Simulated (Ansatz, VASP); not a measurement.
Given: the input of a run of VASP 6.6.1 on Mg.

INCAR

```
SYSTEM = Mg
PREC     = Accurate       ! precision mode
ENCUT    = 520            ! plane-wave cutoff, eV
EDIFF    = 1E-7           ! SCF threshold, eV
ISMEAR   = -1             ! smearing method
SIGMA    = 0.05           ! smearing width, eV
LREAL    = .False.        ! projectors in reciprocal space
LASPH    = .True.         ! aspherical terms in the spheres
NELM     = 100            ! most SCF steps
ALGO     = Fast           ! electronic algorithm
ISIF     = 2              ! what is computed and relaxed
LWAVE    = .False.        ! write WAVECAR
LCHARG   = .False.        ! write CHGCAR
GGA      = PS             ! functional
IVDW     = 13             ! dispersion correction
NBANDS   = 9              ! bands
```

KPOINTS

```
regular mesh
0
Gamma
  10 10 5
  0 0 0
```

The input POSCAR:

```
Mg
1.0
    3.1877604248      0.0000000000      0.0000000000
   -1.5938802124      2.7606815091      0.0000000000
    0.0000000000      0.0000000000      5.1753304900
Mg
2
Direct
    0.6666666667      0.3333333333      0.7500000000
    0.3333333333      0.6666666667      0.2500000000
```

Potentials or basis: VASP PAW PBE potentials, release 64 (Mg).

The run is started by

```sh
$ cat potpaw_PBE.64/Mg/POTCAR > POTCAR
$ mpirun -np 1 vasp_std > vasp.out
```

Question: Translate it to Ansatz 0.2.0. Potentials there: Ansatz PAW.

Answer: As run (the cutoff follows the program's own potentials):

input.yaml

```yaml
crystal:
  lattice:
    - [3.1877604248, 0.0, 0.0]
    - [-1.5938802124, 2.7606815091, 0.0]
    - [0.0, 0.0, 5.17533049]
  atoms:
    - { symbol: Mg, position: [0.6666666667, 0.3333333333, 0.75] }
    - { symbol: Mg, position: [0.3333333333, 0.6666666667, 0.25] }
hamiltonian:
  xc: pbesol
  pseudopotentials: { kind: paw }
  dispersion: d4
kpoints:
  mp_grid: { grid: [10, 10, 5] }
scf:
  occupations: { method: fermi_dirac, width: 0.05 }
output:
  forces: true
  stress: true
  eigenvalues: true
```

Potentials or basis: Ansatz PAW.

Run with:

```console
$ ansatz run input.yaml --threads 2 --pin off --max-ram 5120MiB --backend cpu --events-out ev --progress --plain --runs-dir out
```

Both were run:

|  | VASP | Ansatz | Ansatz less VASP |
| --- | --- | --- | --- |
| gap on the k mesh at the Fermi level (eV) | none | none | - |
| pressure (GPa) | -0.7 | -0.7 | +0.05 |
| traceless stress, the component that is largest in VASP (GPa) | 0.74 | 0.75 | +0.008 |

VASP's potentials were made for PBE, not for PBEsol. A gap of «none» marks a metal or a gap that the smearing closes. VASP's potentials hold 4 valence electrons a cell and Ansatz's 20, so a difference there can come from the potentials and not from the codes.
